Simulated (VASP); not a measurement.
# MgS (Fm-3m) in VASP: further runs

Runs on MgS. Level: PBE. Tasks: single point.

Program: VASP 6.6.1. These are calculated values, not measurements. Logs are shortened: lines on timing, memory, paths and dates and some standing lists are left out, and cuts for length are marked.

## 1. The cell of the first run

Symmetry: Fm-3m, No. 225, cubic system. The conventional cell has a = 5.272 Å, b = 5.272 Å, c = 5.272 Å, α = 90.00°, β = 90.00°, γ = 90.00°. Within 3.5 Å of Mg (site symmetry m-3m) lie 6 S at 2.64 Å. Within 3.5 Å of S (site symmetry m-3m) lie 6 Mg at 2.64 Å.

## 2. Single point, PBE (volume scaled by 1.04)

File INCAR:

```
SYSTEM = MgS
ALGO     = Normal         ! electronic algorithm
EDIFF    = 1E-7           ! SCF threshold, eV
ENCUT    = 520            ! plane-wave cutoff, eV
GGA      = PE             ! functional
ISIF     = 2              ! what is computed and relaxed
ISMEAR   = -1             ! smearing method
LASPH    = .True.         ! aspherical terms in the spheres
LCHARG   = .False.        ! write CHGCAR
LREAL    = .False.        ! projectors in reciprocal space
LWAVE    = .False.        ! write WAVECAR
NBANDS   = 11             ! bands
NELM     = 100            ! most SCF steps
PREC     = Accurate       ! precision mode
SIGMA    = 0.01           ! smearing width, eV
```

File KPOINTS:

```
k-points
0
Gamma
  8 8 8
  0 0 0
```

File POSCAR:

```
MgS
1.0
    0.0000000000      2.6358861630      2.6358861630
    2.6358861630      0.0000000000      2.6358861630
    2.6358861630      2.6358861630      0.0000000000
Mg S
1 1
Direct
    0.0000000000      0.0000000000      0.0000000000
    0.5000000000      0.5000000000      0.5000000000
```

Potentials or basis: VASP PAW PBE potentials, release 64 (Mg, S).

Started as:

```bash
$ cat potpaw_PBE.64/Mg/POTCAR potpaw_PBE.64/S/POTCAR > POTCAR
$ mpirun -np 1 vasp_std > vasp.out
```

OUTCAR:

```text
SYSTEM = MgS
   EDIFF = 1E-7
   ENCUT = 520
   GGA = PE
   ISIF = 2
   ISMEAR = -1
   LASPH = .True.
   LREAL = .False.
   NELM = 100
   PREC = Accurate

 ion  position               nearest neighbor table
   1  0.000  0.000  0.000-   2 2.64   2 2.64   2 2.64   2 2.64   2 2.64   2 2.64
   2  0.500  0.500  0.500-   1 2.64   1 2.64   1 2.64   1 2.64   1 2.64   1 2.64

  LATTYP: Found a face centered cubic cell.
 ALAT       =     5.2717723260

  Lattice vectors:

 A1 = (   0.0000000000,   2.6358861630,   2.6358861630)
 A2 = (   2.6358861630,   0.0000000000,   2.6358861630)
 A3 = (   2.6358861630,   2.6358861630,   0.0000000000)

Analysis of symmetry for initial positions (statically):
=====================================================================
 Subroutine PRICEL returns:
 Original cell was already a primitive cell.

 Routine SETGRP: Setting up the symmetry group for a
 face centered cubic supercell.

 Subroutine GETGRP returns: Found 48 space group operations
 (whereof 48 operations were pure point group operations)
 out of a pool of 48 trial point group operations.

The static configuration has the point symmetry O_h .

Analysis of symmetry for dynamics (positions and initial velocities):
=====================================================================
 Subroutine PRICEL returns:
 Original cell was already a primitive cell.

 Routine SETGRP: Setting up the symmetry group for a
 face centered cubic supercell.

 Subroutine GETGRP returns: Found 48 space group operations
 (whereof 48 operations were pure point group operations)
 out of a pool of 48 trial point group operations.

The dynamic configuration has the point symmetry O_h .

 Subroutine INISYM returns: Found 48 space group operations
 (whereof 48 operations are pure point group operations),
 and found     1 'primitive' translations

----------------------------------------------------------------------------------------

                                     Primitive cell

  volume of cell :      36.6277

  direct lattice vectors                    reciprocal lattice vectors
     0.000000000  2.635886163  2.635886163    -0.189689527  0.189689527  0.189689527
     2.635886163  0.000000000  2.635886163     0.189689527 -0.189689527  0.189689527
     2.635886163  2.635886163  0.000000000     0.189689527  0.189689527 -0.189689527

  length of vectors
     3.727705961  3.727705961  3.727705961     0.328551899  0.328551899  0.328551899

[... 76 lines left out ...]
   LSORBIT =      F    spin-orbit coupling
   LASPH  =      T    aspherical Exc in radial PAW
   ENCUT  =  520.0 eV  38.22 Ry    6.18 a.u.   6.93  6.93  6.93*2*pi/ulx,y,z
   NELM   =    100;   NELMIN=  2; NELMDL= -5     # of ELM steps
   EDIFF  = 0.1E-06   stopping-criterion for ELM
   LREAL  =      F    real-space projection
   EDIFFG = 0.1E-05   stopping-criterion for IOM
   NSW    =      0    number of steps for IOM
   IBRION =     -1    ionic relax: 0-MD 1-quasi-New 2-CG
   NFREE  =      0    steps in history (QN), initial steepest desc. (CG)
   ISIF   =      2    stress and relaxation
   ISYM   =      2    0-nonsym 1-usesym 2-fastsym
   POTIM  = 0.5000    time-step for ionic-motion
   TEBEG  =    0.0;   TEEND  =   0.0 temperature during run
   PSTRESS=    0.0 pullay stress
   NELECT =       8.0000    total number of electrons
   NUPDOWN=      -1.0000    fix difference up-down
   EMIN   =  10.00;   EMAX   =-10.00  energy-range for DOS
   EFERMI =   0.00;   METHOD = LEGACY
   ISMEAR =    -1;   SIGMA  =   0.01  broadening in eV -4-tet -1-fermi 0-gaus
   EFERMI_NEDOS =   21; number of points for ismear=-14 and -15
   IALGO  =     38    algorithm
   IMIX   =      4    mixing-type and parameters
     AMIX     =   0.40;   BMIX     =  1.00
     AMIX_MAG =   1.60;   BMIX_MAG =  1.00
  volume/ion in A,a.u.               =      18.31       123.59
  Fermi-wavevector in a.u.,A,eV,Ry     =   0.985904  1.863089 13.224967  0.972008
  Thomas-Fermi vector in A             =   2.117246
   LORBIT       =      0    0 simple, 1 ext, 2 COOP (PROOUT), +10 PAW based schemes
   GGA     = PE    functional components
[... 5 lines left out ...]
 non-spin polarized calculation
  energy-cutoff  :      520.00
  volume of cell :       36.63
 maximum number of plane-waves:       998
   NGX = 13   NGY = 13   NGZ = 13

 number of electron       8.0000001 magnetization

 Free energy of the ion-electron system (eV)
  ---------------------------------------------------
  ext. energy  EPLUGINS =         0.00000000
  ---------------------------------------------------
  free energy    TOTEN  =        -8.49687907 eV

  energy without entropy =       -8.49687907  energy(sigma->0) =       -8.49687907

 E-fermi :   3.6451     XC(G=0):  -9.5275

 val. band max:        3.3830282099   @ k =   0.0000   0.0000   0.0000
 cond. band min:       6.0721104432   @ k =   0.5000   0.5000   0.0000
 fundamental gap:      2.6890822333
 Fermi energy:         3.6451443438

 k-point     1 :       0.0000    0.0000    0.0000
  band No.  band energies     occupation
      1      -9.0670      2.00000
      2       3.3830      2.00000
      3       3.3830      2.00000
      4       3.3830      2.00000
      5       6.7911      0.00000
      6      11.3587      0.00000
      7      11.3587      0.00000
      8      11.3587      0.00000
      9      13.6865      0.00000
     10      13.6865      0.00000
     11      15.8263      0.00000
[... 309 lines left out ...]
 k-point    24 :      -0.3750    0.2500    0.1250
  band No.  band energies     occupation
      1      -7.6791      2.00000
      2      -0.7315      2.00000
      3       1.3630      2.00000
      4       2.3031      2.00000
      5       8.8525      0.00000
      6       9.4075      0.00000
      7      11.6738      0.00000
      8      12.6079      0.00000
      9      15.4754      0.00000
     10      16.3517      0.00000
     11      18.7048      0.00000

 [... further k-points ...]
[... 5 lines left out ...]
  --------------------------------------------------------------------------------------
  -------------------------------------------------------------------------------------
  Total       -0.4509679     -0.4509679     -0.4509679      0.0000000      0.0000000     -0.0000000
  in kB      -19.7263306    -19.7263306    -19.7263306      0.0000000      0.0000000     -0.0000000
  external PRESSURE =     -19.7263306 kB  Pullay stress =       0.0000000 kB

 VOLUME and BASIS-vectors are now :
 -----------------------------------------------------------------------------
  energy-cutoff  :      520.00
  volume of cell :       36.63
      direct lattice vectors                 reciprocal lattice vectors
     0.000000000  2.635886163  2.635886163    -0.189689527  0.189689527  0.189689527
     2.635886163  0.000000000  2.635886163     0.189689527 -0.189689527  0.189689527
     2.635886163  2.635886163  0.000000000     0.189689527  0.189689527 -0.189689527

 POSITION                                       TOTAL-FORCE (eV/Angst)
 -----------------------------------------------------------------------------------
      0.00000      0.00000      0.00000         0.000000      0.000000      0.000000
      2.63589      2.63589      2.63589        -0.000000     -0.000000     -0.000000
 -----------------------------------------------------------------------------------
    total drift:                                0.000000      0.000000      0.000000

  FREE ENERGIE OF THE ION-ELECTRON SYSTEM (eV)
  ---------------------------------------------------
  free  energy   TOTEN  =        -8.4968790698 eV

  energy  without entropy=       -8.4968790698  energy(sigma->0) =       -8.49687907
```

OSZICAR:

```text
N       E                     dE             d eps       ncg     rms          rms(c)
DAV:   1     0.220625850187E+02    0.22063E+02   -0.35190E+03   654   0.587E+02
DAV:   2    -0.742997727713E+01   -0.29493E+02   -0.27518E+02   823   0.974E+01
DAV:   3    -0.891005888144E+01   -0.14801E+01   -0.14773E+01   781   0.236E+01
DAV:   4    -0.891948791452E+01   -0.94290E-02   -0.94284E-02   767   0.227E+00
DAV:   5    -0.891956956051E+01   -0.81646E-04   -0.81645E-04   797   0.207E-01    0.425E+00
DAV:   6    -0.853806836413E+01    0.38150E+00   -0.84843E-01   719   0.356E+00    0.330E+00
DAV:   7    -0.849745667075E+01    0.40612E-01   -0.22091E-01   757   0.200E+00    0.222E+00
DAV:   8    -0.849724851999E+01    0.20815E-03   -0.16554E-02   707   0.773E-01    0.102E+00
DAV:   9    -0.849686968196E+01    0.37884E-03   -0.98670E-04   737   0.176E-01    0.368E-01
DAV:  10    -0.849688284644E+01   -0.13164E-04   -0.28909E-04   736   0.772E-02    0.470E-02
DAV:  11    -0.849687927949E+01    0.35670E-05   -0.21982E-05   762   0.206E-02    0.231E-02
DAV:  12    -0.849687913173E+01    0.14776E-06   -0.90459E-07   766   0.568E-03    0.324E-03
DAV:  13    -0.849687906978E+01    0.61954E-07   -0.29334E-08   439   0.802E-04
   1 F= -.84968791E+01 E0= -.84968791E+01  d E =-.131989E-13
```

stdout:

```text
POSCAR found type information on POSCAR MgS
 POSCAR found :  2 types and       2 ions
 scaLAPACK will be used
 LDA part: xc-table for (Slater+PW92), standard interpolation
 POSCAR, INCAR and KPOINTS ok, starting setup
 FFT: planning ... GRIDC
 FFT: planning ... GRID_SOFT
 FFT: planning ... GRID
 WAVECAR not read
 entering main loop
```

Run time: 5.3 s. Hardware: 1 thread of Intel Xeon 6975P-C (Granite Rapids), shared host; peak memory 0.15 GiB.

Results:

```yaml
Free_energy: -8.4969 eV
Pressure: -2.0 GPa
Band_gap_on_the_k_mesh: 2.69 eV, indirect (least direct gap 3.41 eV)
```

Levels at points of the mesh, in eV from the valence-band top:
```tsv
k point	band 1	band 2	band 3	band 4	band 5	band 6	band 7	band 8	band 9
(0.00, 0.00, 0.00)	-12.45	0.00	0.00	0.00	3.41	7.98	7.98	7.98	10.30
(0.50, 0.00, 0.00)	-11.24	-4.63	-0.55	-0.55	4.49	6.86	6.86	9.68	11.94
(0.50, 0.50, 0.00)	-10.90	-3.99	-1.60	-1.60	2.69	4.51	11.62	12.71	12.97
```

 A k mesh can miss the band edges.

## 3. Single point, PBE (volume scaled by 0.99)

File INCAR:

```
ALGO = Normal
EDIFF = 1E-6
ENCUT = 520
GGA = PE
ISIF = 2
ISMEAR = -1
LASPH = T
LCHARG = F
LREAL = F
LWAVE = F
NBANDS = 11
NELM = 80
PREC = Accurate
SIGMA = 0.01
```

File KPOINTS:

```
k-points
0
Gamma
  8 8 8
```

File POSCAR:

```
MgS
1.0
    0.0000000000      2.5929487644      2.5929487644
    2.5929487644      0.0000000000      2.5929487644
    2.5929487644      2.5929487644      0.0000000000
Mg S
1 1
Direct
    0.0000000000      0.0000000000      0.0000000000
    0.5000000000      0.5000000000      0.5000000000
```

Potentials or basis: VASP PAW PBE potentials, release 64 (Mg, S).

Started as:

```bash
$ cat potpaw_PBE.64/Mg/POTCAR potpaw_PBE.64/S/POTCAR > POTCAR
$ mpirun -np 1 vasp_std > vasp.out
```

Wall time 5.1 s (1 thread of Intel Xeon 6975P-C (Granite Rapids), shared host); peak memory 0.15 GiB.

The run converged. Its results:

```
Free energy            : -8.4990 eV
Pressure               : 1.7 GPa
Band gap on the k mesh : 2.80 eV, indirect (least direct gap 3.79 eV)
```

Levels at points of the mesh, in eV from the valence-band top:
```tsv
k point	band 1	band 2	band 3	band 4	band 5	band 6	band 7	band 8
(0.00, 0.00, 0.00)	-12.72	0.00	0.00	0.00	3.79	7.95	7.95	7.95
(0.50, 0.00, 0.00)	-11.39	-4.88	-0.60	-0.60	4.56	6.92	6.92	10.22
(0.50, 0.50, 0.00)	-11.01	-4.25	-1.70	-1.70	2.80	4.37	12.10	12.85
```

 A k mesh can miss the band edges.

## 4. Single point, PBE (volume scaled by 1.01)

File INCAR:

```
SYSTEM = MgS
PREC = Accurate
ENCUT = 520
EDIFF = 1E-7
ISMEAR = -1
SIGMA = 0.01
LREAL = .False.
LASPH = .True.
NELM = 80
ALGO = Normal
ISIF = 2
LWAVE = .False.
LCHARG = .False.
GGA = PE
NBANDS = 11
```

File KPOINTS:

```
Automatic mesh
0
Gamma
  8 8 8
  0 0 0
```

File POSCAR:

```
MgS
1.0
    0.0000000000      2.6102934190      2.6102934190
    2.6102934190      0.0000000000      2.6102934190
    2.6102934190      2.6102934190      0.0000000000
Mg S
1 1
Direct
    0.0000000000      0.0000000000      0.0000000000
    0.5000000000      0.5000000000      0.5000000000
```

Started as:

```bash
$ cat potpaw_PBE.64/Mg/POTCAR potpaw_PBE.64/S/POTCAR > POTCAR
$ mpirun -np 1 vasp_std > vasp.out
```

Run time: 5.5 s. Hardware: 1 thread of Intel Xeon 6975P-C (Granite Rapids), shared host; peak memory 0.15 GiB.

It converged, with:

- Free energy: -8.5030 eV
- Pressure: 0.1 GPa
- Band gap on the k mesh: 2.75 eV, indirect (least direct gap 3.63 eV)

Levels at points of the mesh, in eV from the valence-band top:
| k point | band 2 | band 3 | band 4 | band 5 | band 6 | band 7 |
| --- | --- | --- | --- | --- | --- | --- |
| (0.00, 0.00, 0.00) | 0.00 | 0.00 | 0.00 | 3.63 | 7.96 | 7.96 |
| (0.50, 0.00, 0.00) | -4.78 | -0.58 | -0.58 | 4.53 | 6.90 | 6.90 |
| (0.50, 0.50, 0.00) | -4.14 | -1.66 | -1.66 | 2.75 | 4.43 | 11.91 |

 A k mesh can miss the band edges.

## 5. The runs side by side

| cell | gap on the mesh (eV) | pressure (GPa) |
| --- | --- | --- |
| a = 3.728 Å, angles 60.0°, 2 atoms | 2.69 | -2.0 |
| a = 3.667 Å, angles 60.0°, 2 atoms | 2.80 | 1.7 |
| a = 3.692 Å, angles 60.0°, 2 atoms | 2.75 | 0.1 |

Alike in all rows: task single point; level PBE; potentials or basis VASP PAW PBE potentials, release 64 (Mg, S); no spin polarisation; k mesh 8 × 8 × 8; cutoff (eV) 520; smearing fermi-dirac 0.01 eV.

Absolute energies hang on the potentials; compare differences alone.
